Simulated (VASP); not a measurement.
Wanted: the native input for a VASP 6.6.1 run.

```yaml
Task: single point
Functional: r2SCAN50
Potentials_or_basis: VASP PAW PBE potentials, release 64 (Fe, Al)
Cutoff: 520 eV
k_mesh: 5 × 5 × 5
Occupations: fermi-dirac, width 0.05 eV
Spin: collinear spin, ferromagnetic start
Starting_moments: "[3.0, 0.0] μB"
Dipole_correction: no
Grid_for_exact_exchange_PRECFOCK: Normal
Further_INCAR_settings: ALGO = Normal; EDIFF = 1e-07; NBANDS = 16
Share_of_exact_exchange: 0.5
```

The system is AlFe.

```
CELL_PARAMETERS angstrom
2.91000 0.00000 0.00000
0.00000 2.91000 0.00000
0.00000 0.00000 2.91000
ATOMIC_POSITIONS crystal
Fe 0.50000 0.50000 0.50000
Al 0.00000 0.00000 0.00000
```

The input as run:

POSCAR

```
AlFe
1.0
    2.9100000000      0.0000000000      0.0000000000
    0.0000000000      2.9100000000      0.0000000000
    0.0000000000      0.0000000000      2.9100000000
Fe Al
1 1
Direct
    0.5000000000      0.5000000000      0.5000000000
    0.0000000000      0.0000000000      0.0000000000
```

INCAR.step1

```
PREC = Accurate
ENCUT = 520
EDIFF = 1E-5
ISMEAR = -1
SIGMA = 0.05
LREAL = F
LASPH = T
NELM = 150
ALGO = Normal
ISIF = 2
LWAVE = T
LCHARG = F
ISPIN = 2
MAGMOM = 3 0
LORBIT = 11
LMAXMIX = 4
NBANDS = 16
GGA = PE
```

INCAR.step2

```
PREC = Accurate
ENCUT = 520
EDIFF = 1E-7
ISMEAR = -1
SIGMA = 0.05
LREAL = F
LASPH = T
NELM = 150
ALGO = Normal
ISIF = 2
LWAVE = F
LCHARG = F
ISPIN = 2
MAGMOM = 3 0
LORBIT = 11
LMAXMIX = 4
METAGGA = R2SCAN
LHFCALC = T
AEXX = 0.5
LMIXTAU = T
PRECFOCK = Normal
NBANDS = 16
ISTART = 1
```

KPOINTS

```
Automatic mesh
0
Gamma
  5 5 5
```

Potentials or basis: VASP PAW PBE potentials, release 64 (Fe, Al).

Launch:

```bash
$ cat potpaw_PBE.64/Fe/POTCAR potpaw_PBE.64/Al/POTCAR > POTCAR
$ cp INCAR.step1 INCAR
$ mpirun -np 1 vasp_std > vasp.out
$ cp INCAR.step2 INCAR
$ mpirun -np 1 vasp_std > vasp.out
```

It gave:

```
Pressure                                              : 9.5 GPa
Net moment                                            : 2.44 μB per cell
Site moments                                          : Fe +2.90; Al -0.15 μB
Valence electrons inside the program's atomic spheres : Fe 7.34; Al 1.10
```

Caveat: the k points lie up to 0.43 Å⁻¹ apart; the PAW data sets were made with another functional, which shifts forces and pressure a little.

Wall time 85 min on 1 thread of Intel(R) Xeon(R) Platinum 8488C (Sapphire Rapids), with other jobs on the host, peak memory 0.17 GiB.
